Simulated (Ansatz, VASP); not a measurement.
## Mn: VASP beside Ansatz

```xyz
1
Lattice="0.0000 1.7516 1.7516 1.7516 0.0000 1.7516 1.7516 1.7516 0.0000" Properties=species:S:1:pos:R:3 pbc="T T T"
Mn    0.0000    0.0000    0.0000
```

Alike in both runs: task single point; functional PBE; k mesh 10 × 10 × 10; occupations gaussian, width 0.05 eV; collinear spin.

```csv
,VASP,Ansatz
version,VASP 6.6.1,Ansatz 0.2.0
potentials or method,"VASP PAW PBE potentials, release 64 (Mn_pv), cutoff 520 eV","scalar-relativistic, plane waves, PAW"
valence electrons in the cell,13,15
```

```tsv
	VASP	Ansatz	Ansatz less VASP
gap on the k mesh at the Fermi level (eV)	none	none	-
pressure (GPa)	0.0	0.1	+0.14
net moment per atom (μB)	0.11	0.11	+0.001
size of the moment on the site where the two differ most (μB)	0.11	0.11	-0.001
```

Site moments also hang on the region over which each program counts them. A gap of «none» marks a metal or a gap that the smearing closes. The functional is the same, so the differences come from potentials, cutoffs and numerics. VASP's potentials hold 13 valence electrons a cell and Ansatz's 15, so a difference there can come from the potentials and not from the codes.
